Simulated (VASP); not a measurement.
Input of a VASP 6.6.1 run:

INCAR

```
SYSTEM = Ti
PREC = Accurate
ENCUT = 520
EDIFF = 1E-6
ISMEAR = 0
SIGMA = 0.05
LREAL = .FALSE.
LASPH = .TRUE.
NELM = 100
ALGO = Normal
ISIF = 2
LWAVE = .FALSE.
LCHARG = .FALSE.
GGA = PE
NBANDS = 12
```

Contents of KPOINTS:

```
Automatic mesh
0
G
  8 8 8
  0 0 0
```

The input POSCAR:

```
Ti
1.0
    0.0000000000      2.0666285835      2.0666285835
    2.0666285835      0.0000000000      2.0666285835
    2.0666285835      2.0666285835      0.0000000000
Ti
1
Direct
    0.0000000000      0.0000000000      0.0000000000
```

Potentials or basis: VASP PAW PBE potentials, release 64 (Ti_sv).

Launch:

```sh
$ cat potpaw_PBE.64/Ti_sv/POTCAR > POTCAR
$ mpirun -np 1 vasp_std > vasp.out
```

Task: What does it give for the band gap on the k mesh?

Result: Zero (band 6 reaches 8.90 eV, above the bottom of band 7 at 7.66 eV).

Task: Estimate the pressure.

Result: -1.8 GPa.
